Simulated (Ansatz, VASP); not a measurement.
InPd: VASP beside Ansatz

```xyz
2
Lattice="3.5544 0.0000 0.0000 0.0000 3.5544 0.0000 0.0000 0.0000 2.7724" Properties=species:S:1:pos:R:3 pbc="T T T"
In    0.0000    0.0000    0.0000
Pd    1.7772    1.7772    1.3862
```

Alike in both runs: task single point; functional LDA; k mesh 16 × 16 × 16; occupations gaussian, width 0.15 eV; no spin polarisation.

|  | VASP | Ansatz |
| --- | --- | --- |
| version | VASP 6.6.1 | Ansatz 0.2.0 |
| potentials or method | VASP PAW LDA potentials, release 64 (In_d, Pd), cutoff 520 eV | scalar-relativistic, plane waves, PAW |
| valence electrons in the cell | 23 | 31 |

```tsv
	VASP	Ansatz	Ansatz less VASP
gap on the k mesh at the Fermi level (eV)	none	none	-
pressure (GPa)	-3.5	-4.0	-0.42
traceless stress, the component that is largest in VASP (GPa)	12.04	11.90	-0.145
```

LDA's correlation is that of Perdew and Zunger in VASP and of Perdew and Wang (1992) in Ansatz. A gap of «none» marks a metal or a gap that the smearing closes. VASP's potentials hold 23 valence electrons a cell and Ansatz's 31, so a difference there can come from the potentials and not from the codes.
